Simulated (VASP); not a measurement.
Set up this calculation in VASP 6.6.1, as the native input.

* Task: relaxation of cell and atoms
* Functional: PBE
* Potentials or basis: VASP PAW PBE potentials, release 64 (Mg, Te)
* Cutoff: 600 eV
* k mesh: 10 × 10 × 10
* Occupations: gaussian, width 0.1 eV
* Spin: no spin polarisation
* Dipole correction: no
* Further INCAR settings: ALGO = Normal; EDIFF = 1e-07; IBRION = 2; EDIFFG = -0.01; NSW = 100; ISIF = 3

The structure of Mg3Te lies in POSCAR:

```
Mg3Te
1.0
    4.7441823300      0.0000000000      0.0000000000
    0.0000000000      4.7441823300      0.0000000000
    0.0000000000      0.0000000000      4.7441823300
Mg Te
3 1
Direct
    0.0000000000      0.5000000000      0.5000000000
    0.5000000000      0.0000000000      0.5000000000
    0.5000000000      0.5000000000      0.0000000000
    0.0000000000      0.0000000000      0.0000000000
```

One way to write it, as run:

INCAR

```
PREC     = Accurate       # precision mode
ENCUT    = 600            # plane-wave cutoff, eV
EDIFF    = 1E-7           # SCF threshold, eV
ISMEAR   = 0              # smearing method
SIGMA    = 0.1            # smearing width, eV
LREAL    = False          # projectors in reciprocal space
LASPH    = True           # aspherical terms in the spheres
NELM     = 60             # most SCF steps
ALGO     = Normal         # electronic algorithm
ISIF     = 3              # what is computed and relaxed
LWAVE    = False          # write WAVECAR
LCHARG   = False          # write CHGCAR
GGA      = PE             # functional
IBRION   = 2              # ionic algorithm
NSW      = 100            # ionic steps
EDIFFG   = -0.01          # ionic threshold
```

KPOINTS

```
regular mesh
0
Gamma
  10 10 10
```

Potentials or basis: VASP PAW PBE potentials, release 64 (Mg, Te).

Command:

```console
$ cat potpaw_PBE.64/Mg/POTCAR potpaw_PBE.64/Te/POTCAR > POTCAR
$ mpirun -np 1 vasp_std > vasp.out
```

Results of the run:

```
Relaxed volume                         : 24.59 Å³/atom
Relaxed cell                           : a = 4.616 Å, b = 4.616 Å, c = 4.616 Å, α = 90.00°, β = 90.00°, γ = 90.00°
Space group after relaxing (to 0.05 Å) : Pm-3m (No. 221)
Energy gained by relaxing              : 18.8 meV/atom
Ionic steps                            : 3
Pressure after relaxing                : 0.0 GPa
Band gap on the k mesh                 : zero (band 6 reaches 5.45 eV, above the bottom of band 7 at 2.72 eV)
```

Caveat: spin-orbit coupling is left out, which moves the levels of the heavy elements.

It took 3.7 min on 1 thread of Intel Xeon 6975P-C, on a shared host, peak memory 0.32 GiB.
